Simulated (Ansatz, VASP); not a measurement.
**Nb3O: VASP beside Ansatz**

```
CELL_PARAMETERS angstrom
4.89793 0.00000 0.00000
0.00000 4.89793 0.00000
0.00000 0.00000 4.89793
ATOMIC_POSITIONS crystal
Nb 0.25000 0.00000 0.50000
Nb 0.50000 0.75000 0.00000
Nb 0.75000 0.00000 0.50000
Nb 0.50000 0.25000 0.00000
Nb 0.00000 0.50000 0.75000
Nb 0.00000 0.50000 0.25000
O 0.00000 0.00000 0.00000
O 0.50000 0.50000 0.50000
```

Alike in both runs: functional PBEsol; k mesh 4 × 4 × 4; occupations gaussian, width 0.1 eV; no spin polarisation.

Ansatz relaxed the structure, and its values are those at the end. VASP's run is a single point on that final structure, the one shown.

|  | VASP | Ansatz |
| --- | --- | --- |
| version | VASP 6.6.1 | Ansatz 0.2.0 |
| potentials or method | VASP PAW PBE potentials, release 64 (Nb_sv, O), cutoff 520 eV | scalar-relativistic, plane waves, PAW |
| valence electrons in the cell | 90 | 90 |

```tsv
	VASP	Ansatz	Ansatz less VASP
gap on the k mesh at the Fermi level (eV)	none	none	-
pressure (GPa)	0.0	0.2	+0.15
```

VASP's potentials were made for PBE, not for PBEsol. A gap of «none» marks a metal or a gap that the smearing closes.
